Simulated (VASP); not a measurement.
Here is a VASP 6.6.1 calculation.

INCAR

```
PREC = Accurate
ENCUT = 520
EDIFF = 1E-7
ISMEAR = -1
SIGMA = 0.08
LREAL = False
LASPH = True
NELM = 100
ALGO = Normal
ISIF = 2
LWAVE = False
LCHARG = True
GGA = PE
LELF = True
LVHAR = True
NBANDS = 16
```

The input KPOINTS:

```
regular mesh
0
Gamma
  15 15 13
```

POSCAR

```
TiB2
1.0
    3.0088673998      0.0000000000      0.0000000000
   -1.5044336999      2.6057556048      0.0000000000
    0.0000000000      0.0000000000      3.2067322330
Ti B
1 2
Direct
    0.0000000000      0.0000000000      0.0000000000
    0.3333333333      0.6666666667      0.5000000000
    0.6666666667      0.3333333333      0.5000000000
```

Potentials or basis: VASP PAW PBE potentials, release 64 (Ti_sv, B).

The run is started by

```console
$ cat potpaw_PBE.64/Ti_sv/POTCAR potpaw_PBE.64/B/POTCAR > POTCAR
$ mpirun -np 1 vasp_std > vasp.out
```

Estimate the band gap on the k mesh.

zero (bands 9 and 10 overlap by 0.47 eV).

Estimate the pressure.

5.8 GPa.

Stress tensor (GPa, compression positive):
```
6.55 0.00 0.00
0.00 6.55 0.00
0.00 0.00 4.36
```

Caveat: the cell stands under pressure.
